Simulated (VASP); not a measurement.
# SiAgBr6 (Fm-3m) in VASP: further runs

SiAgBr6 is run at these levels: PBE; tasks: relaxation of cell and atoms, single point.

Program: VASP 6.6.1. These are calculated values, not measurements. Logs are shortened: lines on timing, memory, paths and dates and some standing lists are left out, and cuts for length are marked.

## 1. The cell of the first run

Symmetry: Fm-3m, No. 225, cubic system. Conventional cell: a = 10.200 Å, b = 10.200 Å, c = 10.200 Å, α = 90.00°, β = 90.00°, γ = 90.00°. Si (site symmetry m-3m) has 6 Br at 2.52 Å within 3.3 Å. Within 3.4 Å of Ag (site symmetry m-3m) lie 6 Br at 2.58 Å. Within 3.3 Å of Br (site symmetry 4mm) lie 1 Si at 2.52 Å and 1 Ag at 2.58 Å.

## 2. Relaxation of cell and atoms, PBE

Input file INCAR:

```
SYSTEM = SiAgBr6
PREC     = Accurate       ! precision mode
ENCUT    = 600            ! plane-wave cutoff, eV
EDIFF    = 1E-7           ! SCF threshold, eV
ISMEAR   = 0              ! smearing method
SIGMA    = 0.1            ! smearing width, eV
LREAL    = .FALSE.        ! projectors in reciprocal space
LASPH    = .TRUE.         ! aspherical terms in the spheres
NELM     = 100            ! most SCF steps
ALGO     = Normal         ! electronic algorithm
ISIF     = 3              ! what is computed and relaxed
LWAVE    = .FALSE.        ! write WAVECAR
LCHARG   = .FALSE.        ! write CHGCAR
GGA      = PE             ! functional
IBRION   = 2              ! ionic algorithm
NSW      = 90             ! ionic steps
EDIFFG   = -0.04          ! ionic threshold
```

Input file KPOINTS:

```
Automatic mesh
0
G
  4 4 4
  0 0 0
```

Input file POSCAR:

```
SiAgBr6
1.0
    0.0000000000      5.1000000000      5.1000000000
    5.1000000000      0.0000000000      5.1000000000
    5.1000000000      5.1000000000      0.0000000000
Si Ag Br
1 1 6
Direct
    0.5000000000      0.5000000000      0.5000000000
    0.0000000000      0.0000000000      0.0000000000
    0.7470879700      0.2529120300      0.2529120300
    0.2529120300      0.7470879700      0.2529120300
    0.2529120300      0.2529120300      0.7470879700
    0.2529120300      0.7470879700      0.7470879700
    0.7470879700      0.2529120300      0.7470879700
    0.7470879700      0.7470879700      0.2529120300
```

Potentials or basis: VASP PAW PBE potentials, release 64 (Si, Ag, Br).

Started as:

```console
$ cat potpaw_PBE.64/Si/POTCAR potpaw_PBE.64/Ag/POTCAR potpaw_PBE.64/Br/POTCAR > POTCAR
$ mpirun -np 1 vasp_std > vasp.out
```

OUTCAR:

```text
SYSTEM = SiAgBr6
   PREC = Accurate
   ENCUT = 600
   EDIFF = 1E-7
   ISMEAR = 0
   LREAL = .FALSE.
   LASPH = .TRUE.
   NELM = 100
   ISIF = 3
   GGA = PE
   IBRION = 2
   NSW = 90
   EDIFFG = -0.04

 ion  position               nearest neighbor table
   1  0.500  0.500  0.500-   3 2.52   4 2.52   5 2.52   6 2.52   7 2.52   8 2.52
   2  0.000  0.000  0.000-   3 2.58   4 2.58   5 2.58   6 2.58   7 2.58   8 2.58
   3  0.747  0.253  0.253-   1 2.52   2 2.58
   4  0.253  0.747  0.253-   1 2.52   2 2.58
   5  0.253  0.253  0.747-   1 2.52   2 2.58
   6  0.253  0.747  0.747-   1 2.52   2 2.58
   7  0.747  0.253  0.747-   1 2.52   2 2.58
   8  0.747  0.747  0.253-   1 2.52   2 2.58

  LATTYP: Found a face centered cubic cell.
 ALAT       =    10.2000000000

  Lattice vectors:

 A1 = (   0.0000000000,   5.1000000000,   5.1000000000)
 A2 = (   5.1000000000,   0.0000000000,   5.1000000000)
 A3 = (   5.1000000000,   5.1000000000,   0.0000000000)

Analysis of symmetry for initial positions (statically):
=====================================================================
 Subroutine PRICEL returns:
 Original cell was already a primitive cell.

 Routine SETGRP: Setting up the symmetry group for a
 face centered cubic supercell.

 Subroutine GETGRP returns: Found 48 space group operations
 (whereof 48 operations were pure point group operations)
 out of a pool of 48 trial point group operations.

The static configuration has the point symmetry O_h .

Analysis of symmetry for dynamics (positions and initial velocities):
=====================================================================
 Subroutine PRICEL returns:
 Original cell was already a primitive cell.

 Routine SETGRP: Setting up the symmetry group for a
 face centered cubic supercell.

 Subroutine GETGRP returns: Found 48 space group operations
 (whereof 48 operations were pure point group operations)
 out of a pool of 48 trial point group operations.

The dynamic configuration has the point symmetry O_h .

 Subroutine INISYM returns: Found 48 space group operations
 (whereof 48 operations are pure point group operations),
 and found     1 'primitive' translations

----------------------------------------------------------------------------------------

                                     Primitive cell

  volume of cell :     265.3020

  direct lattice vectors                    reciprocal lattice vectors
     0.000000000  5.100000000  5.100000000    -0.098039216  0.098039216  0.098039216
     5.100000000  0.000000000  5.100000000     0.098039216 -0.098039216  0.098039216
     5.100000000  5.100000000  0.000000000     0.098039216  0.098039216 -0.098039216

  length of vectors
     7.212489168  7.212489168  7.212489168     0.169808903  0.169808903  0.169808903

  position of ions in fractional coordinates (direct lattice)
     0.500000000  0.500000000  0.500000000
     0.000000000  0.000000000  0.000000000
     0.747087970  0.252912030  0.252912030
     0.252912030  0.747087970  0.252912030
     0.252912030  0.252912030  0.747087970
     0.252912030  0.747087970  0.747087970
     0.747087970  0.252912030  0.747087970
     0.747087970  0.747087970  0.252912030

  ion indices of the primitive-cell ions
   primitive index   ion index
                 1           1
                 2           2
                 3           3
                 4           4
                 5           5
                 6           6
                 7           7
                 8           8

----------------------------------------------------------------------------------------

 KPOINTS: Automatic mesh

Automatic generation of k-mesh.
 Grid dimensions read from file:
 generate k-points for:    4    4    4

 Generating k-lattice:

  Cartesian coordinates                     Fractional coordinates (reciprocal lattice)
    -0.024509804  0.024509804  0.024509804     0.250000000  0.000000000  0.000000000
     0.024509804 -0.024509804  0.024509804     0.000000000  0.250000000  0.000000000
     0.024509804  0.024509804 -0.024509804     0.000000000  0.000000000  0.250000000

  Length of vectors
     0.042452226  0.042452226  0.042452226

  Shift w.r.t. Gamma in fractional coordinates (k-lattice)
     0.000000000  0.000000000  0.000000000

 Subroutine IBZKPT returns following result:
 ===========================================

 Found      8 irreducible k-points:

 Following reciprocal coordinates:
            Coordinates               Weight
  0.000000  0.000000  0.000000      1.000000
  0.250000  0.000000  0.000000      8.000000
  0.500000  0.000000  0.000000      4.000000
  0.250000  0.250000  0.000000      6.000000
  0.500000  0.250000  0.000000     24.000000
 -0.250000  0.250000  0.000000     12.000000
  0.500000  0.500000  0.000000      3.000000
 -0.250000  0.500000  0.250000      6.000000
   k-points           NKPTS =      8   k-points in BZ     NKDIM =      8   number of bands    NBANDS=     34
   number of dos      NEDOS =    301   number of ions     NIONS =      8
   total plane-waves  NPLWV = 216000
   dimension x,y,z NGX =    60 NGY =   60 NGZ =   60
   dimension x,y,z NGXF=   120 NGYF=  120 NGZF=  120
   ions per type =               1   1   6
   NGX,Y,Z   is equivalent  to a cutoff of  13.83, 13.83, 13.83 a.u.
   NGXF,Y,Z  is equivalent  to a cutoff of  27.66, 27.66, 27.66 a.u.
 SYSTEM =  SiAgBr6
   PREC   = accura    normal or accurate (medium, high low for compatibility)
   ISTART =      0    job   : 0-new  1-cont  2-samecut
   ICHARG =      2    charge: 1-file 2-atom 10-const
   ISPIN  =      1    spin polarized calculation?
   LNONCOLLINEAR =      F non collinear calculations
   LSORBIT =      F    spin-orbit coupling
   LASPH  =      T    aspherical Exc in radial PAW
   ENCUT  =  600.0 eV  44.10 Ry    6.64 a.u.  14.41 14.41 14.41*2*pi/ulx,y,z
   NELM   =    100;   NELMIN=  2; NELMDL= -5     # of ELM steps
   EDIFF  = 0.1E-06   stopping-criterion for ELM
   LREAL  =      F    real-space projection
   EDIFFG = -.4E-01   stopping-criterion for IOM
   NSW    =     90    number of steps for IOM
   IBRION =      2    ionic relax: 0-MD 1-quasi-New 2-CG
   NFREE  =      1    steps in history (QN), initial steepest desc. (CG)
   ISIF   =      3    stress and relaxation
   ISYM   =      2    0-nonsym 1-usesym 2-fastsym
   POTIM  = 0.5000    time-step for ionic-motion
   TEBEG  =    0.0;   TEEND  =   0.0 temperature during run
   PSTRESS=    0.0 pullay stress
   NELECT =      57.0000    total number of electrons
   NUPDOWN=      -1.0000    fix difference up-down
   EMIN   =  10.00;   EMAX   =-10.00  energy-range for DOS
   EFERMI =   0.00;   METHOD = LEGACY
   ISMEAR =     0;   SIGMA  =   0.10  broadening in eV -4-tet -1-fermi 0-gaus
   EFERMI_NEDOS =   21; number of points for ismear=-14 and -15
   IALGO  =     38    algorithm
   IMIX   =      4    mixing-type and parameters
     AMIX     =   0.40;   BMIX     =  1.00
     AMIX_MAG =   1.60;   BMIX_MAG =  1.00
  volume/ion in A,a.u.               =      33.16       223.79
  Fermi-wavevector in a.u.,A,eV,Ry     =   0.980512  1.852899 13.080694  0.961404
  Thomas-Fermi vector in A             =   2.111448
   LORBIT       =      0    0 simple, 1 ext, 2 COOP (PROOUT), +10 PAW based schemes
   GGA     = PE    functional components
   LHFCALC =     F    Hartree Fock is set to
   AEXX    =    0.0000 exact exchange contribution
   IVDW    =     0    specifies the selected vdW correction
   LEPSILON=     F    determine dielectric tensor
   LRPA    =     F    only Hartree local field effects (RPA)
 conjugate gradient relaxation of ions
 non-spin polarized calculation
 Gauss-broadening in eV      SIGMA  =   0.10
  energy-cutoff  :      600.00
  volume of cell :      265.30
 maximum number of plane-waves:      8904
 NGX is ok and might be reduce to    60
   NGX = 29   NGY = 29   NGZ = 29

--------------------------------------- Ionic step        1  -------------------------------------------

 number of electron      56.9999995 magnetization

 Free energy of the ion-electron system (eV)
  ---------------------------------------------------
  ext. energy  EPLUGINS =         0.00000000
  ---------------------------------------------------
  free energy    TOTEN  =       -19.39729417 eV

  energy without entropy =      -19.34728616  energy(sigma->0) =      -19.37229017

------------------------ aborting loop because EDIFF is reached ----------------------------------------

  FORCE on cell =-STRESS in cart. coord.  units (eV):
  Direction    XX          YY          ZZ          XY          YZ          ZX
  --------------------------------------------------------------------------------------
  -------------------------------------------------------------------------------------
  Total        2.4387820      2.4387820      2.4387820      0.0000000      0.0000000      0.0000000
  in kB       14.7279752     14.7279752     14.7279752      0.0000000      0.0000000      0.0000000
  external PRESSURE =      14.7279752 kB  Pullay stress =       0.0000000 kB

 VOLUME and BASIS-vectors are now :
 -----------------------------------------------------------------------------
  energy-cutoff  :      600.00
  volume of cell :      265.30
      direct lattice vectors                 reciprocal lattice vectors
     0.000000000  5.100000000  5.100000000    -0.098039216  0.098039216  0.098039216
     5.100000000  0.000000000  5.100000000     0.098039216 -0.098039216  0.098039216
     5.100000000  5.100000000  0.000000000     0.098039216  0.098039216 -0.098039216
[... 211 lines left out ...]
 POSITION                                       TOTAL-FORCE (eV/Angst)
 -----------------------------------------------------------------------------------
      5.24722      5.24722      5.24722         0.000000     -0.000000      0.000000
      5.24722      0.00000      5.24722         0.000000     -0.000000      0.000000
      2.84198      5.24722      5.24722        -0.144884     -0.000000      0.000000
      5.24722      2.84198      5.24722         0.000000     -0.144884      0.000000
      5.24722      5.24722      2.84198         0.000000     -0.000000     -0.144884
      7.65245      5.24722      5.24722         0.144884     -0.000000      0.000000
      5.24722      7.65245      5.24722         0.000000      0.144884      0.000000
      5.24722      5.24722      7.65245         0.000000     -0.000000      0.144884
 -----------------------------------------------------------------------------------
    total drift:                                0.000000      0.000000      0.000000

  FREE ENERGIE OF THE ION-ELECTRON SYSTEM (eV)
  ---------------------------------------------------
  free  energy   TOTEN  =       -20.1026079820 eV

  energy  without entropy=      -20.0517553114  energy(sigma->0) =      -20.07718165

--------------------------------------- Ionic step        7  -------------------------------------------

 number of electron      57.0000005 magnetization

 Free energy of the ion-electron system (eV)
  ---------------------------------------------------
  ext. energy  EPLUGINS =         0.00000000
  ---------------------------------------------------
  free energy    TOTEN  =       -20.10811491 eV

  energy without entropy =      -20.05713497  energy(sigma->0) =      -20.08262494

 E-fermi :  -0.9487     XC(G=0):  -7.2140

 val. band max:       -0.9653605283   @ k =   0.5000   0.2500   0.0000
 cond. band min:      -0.9351020739   @ k =   0.2500   0.0000   0.0000
 fundamental gap:      0.0302584545
 Fermi energy:        -0.9486874942

 k-point     1 :       0.0000    0.0000    0.0000
  band No.  band energies     occupation
      1     -15.6607      2.00000
      2     -14.6702      2.00000
      3     -14.6702      2.00000
      4     -14.6702      2.00000
      5     -14.3012      2.00000
      6     -14.3012      2.00000
[... 307 lines left out ...]
 POSITION                                       TOTAL-FORCE (eV/Angst)
 -----------------------------------------------------------------------------------
      5.26512      5.26512      5.26512        -0.000000      0.000000      0.000000
      0.00000      0.00000      0.00000        -0.000000      0.000000      0.000000
      2.84602      5.26512      5.26512        -0.032259      0.000000      0.000000
      5.26512      2.84602      5.26512        -0.000000     -0.032259      0.000000
      5.26512      5.26512      2.84602        -0.000000      0.000000     -0.032259
      7.68421      5.26512      5.26512         0.032259      0.000000      0.000000
      5.26512      7.68421      5.26512        -0.000000      0.032259      0.000000
      5.26512      5.26512      7.68421        -0.000000      0.000000      0.032259
 -----------------------------------------------------------------------------------
    total drift:                               -0.000000     -0.000000      0.000000

  FREE ENERGIE OF THE ION-ELECTRON SYSTEM (eV)
  ---------------------------------------------------
  free  energy   TOTEN  =       -20.1081149113 eV

  energy  without entropy=      -20.0571349714  energy(sigma->0) =      -20.08262494

 reached required accuracy - stopping structural energy minimisation
```

It took 6 min on 1 thread of Intel Xeon 6975P-C (Granite Rapids), shared host; peak memory 0.59 GiB.

Results:

```yaml
Free_energy: -20.1081 eV
Relaxed_volume: 36.49 Å³/atom
Relaxed_cell: a = 7.446 Å, b = 7.446 Å, c = 7.446 Å, α = 60.00°, β = 60.00°, γ = 60.00°
Space_group_after_relaxing_to_0.05_Å: Fm-3m (No. 225)
Energy_gained_by_relaxing: 88.9 meV/atom
Ionic_steps: 7
Pressure_after_relaxing: -0.1 GPa
Largest_force_after_relaxing: 0.032 eV/Å
```

Forces on the atoms (eV/Å):
```
Si   0.000  0.000  0.000
Ag   0.000  0.000  0.000
Br  -0.032  0.000  0.000
Br   0.000 -0.032  0.000
Br   0.000  0.000 -0.032
Br   0.032  0.000  0.000
Br   0.000  0.032  0.000
Br   0.000  0.000  0.032
```

Step by step:
```tsv
step	energy change (eV)	largest force (eV/Å)	pressure (GPa)	volume (Å³)
1	0.0000	1.3152	1.47	265.30
2	-0.4506	0.7997	0.07	277.18
3	-0.6604	0.3864	-0.61	289.90
4	-0.6897	0.2115	-0.73	295.95
5	-0.6915	0.1637	-0.75	297.69
6	-0.7053	0.1449	0.34	288.95
7	-0.7108	0.0323	-0.06	291.91
```

Final structure:
```
Si Ag Br
1.0
     0.00000    5.26512    5.26512
     5.26512    0.00000    5.26512
     5.26512    5.26512    0.00000
Si Ag Br
1 1 6
Direct
  0.50000 0.50000 0.50000
  0.00000 0.00000 0.00000
  0.72973 0.27027 0.27027
  0.27027 0.72973 0.27027
  0.27027 0.27027 0.72973
  0.27027 0.72973 0.72973
  0.72973 0.27027 0.72973
  0.72973 0.72973 0.27027
```

Levels at points of the mesh, in eV from the Fermi level:
| k point | band 24 | band 25 | band 26 | band 27 | band 28 | band 29 | band 30 | band 31 | band 32 | band 33 |
| --- | --- | --- | --- | --- | --- | --- | --- | --- | --- | --- |
| (0.00, 0.00, 0.00) | -0.62 | -0.38 | -0.38 | -0.13 | 0.12 | 0.12 | 0.12 | 4.51 | 4.51 | 4.51 |
| (0.50, 0.00, 0.00) | -0.56 | -0.36 | -0.36 | -0.21 | -0.21 | -0.13 | 1.86 | 2.52 | 6.43 | 6.43 |
| (0.50, 0.50, 0.00) | -0.67 | -0.67 | -0.39 | -0.31 | -0.31 | 0.12 | 2.68 | 4.90 | 5.08 | 5.08 |

Caveat: an odd number of electrons without spin polarisation forces a metal; a magnetic or distorted state may lie lower.

## 3. Single point, PBE

This run uses another cell than the first one, of 36.35 Å³/atom, 1.096 times its volume.

Input file INCAR:

```
PREC = Accurate
ENCUT = 520
EDIFF = 1E-6
ISMEAR = 0
SIGMA = 0.1
LREAL = F
LASPH = T
NELM = 100
ALGO = Normal
ISIF = 2
LWAVE = F
LCHARG = F
GGA = PE
NBANDS = 38
```

Input file KPOINTS:

```
Automatic mesh
0
Gamma
  6 6 6
```

Input file POSCAR:

```
SiAgBr6
1.0
    0.0000000000      5.2585545779      5.2585545779
    5.2585545779      0.0000000000      5.2585545779
    5.2585545779      5.2585545779      0.0000000000
Si Ag Br
1 1 6
Direct
    0.5000000000      0.5000000000      0.5000000000
    0.0000000000      0.0000000000      0.0000000000
    0.7299561880      0.2700438120      0.2700438120
    0.2700438120      0.7299561880      0.2700438120
    0.2700438120      0.2700438120      0.7299561880
    0.2700438120      0.7299561880      0.7299561880
    0.7299561880      0.2700438120      0.7299561880
    0.7299561880      0.7299561880      0.2700438120
```

Potentials or basis: VASP PAW PBE potentials, release 64 (Si, Ag, Br).

Started as:

```console
$ cat potpaw_PBE.64/Si/POTCAR potpaw_PBE.64/Ag/POTCAR potpaw_PBE.64/Br/POTCAR > POTCAR
$ mpirun -np 1 vasp_std > vasp.out
```

Run time: 5.2 min. Hardware: 1 thread of Intel Xeon Platinum 8488C (Sapphire Rapids), shared host; peak memory 0.51 GiB.

Results (log left out):

* Free energy: -20.1094 eV
* Pressure: 0.0 GPa
* Largest force: 0.016 eV/Å

Forces on the atoms (eV/Å):
```
Si   0.000  0.000  0.000
Ag   0.000  0.000  0.000
Br  -0.016  0.000  0.000
Br   0.000 -0.016  0.000
Br   0.000  0.000 -0.016
Br   0.016  0.000  0.000
Br   0.000  0.016  0.000
Br   0.000  0.000  0.016
```

Levels at points of the mesh, in eV from the Fermi level:
```csv
k point,band 25,band 26,band 27,band 28,band 29,band 30,band 31,band 32
"(0.00, 0.00, 0.00)",-0.38,-0.38,-0.14,0.12,0.12,0.12,4.50,4.50
"(0.50, 0.00, 0.00)",-0.36,-0.36,-0.22,-0.22,-0.13,1.85,2.52,6.44
"(0.50, 0.50, 0.00)",-0.67,-0.38,-0.32,-0.32,0.11,2.69,4.93,5.08
```

Caveat: an odd number of electrons without spin polarisation forces a metal; a magnetic or distorted state may lie lower.

[end of part 1 of 2]
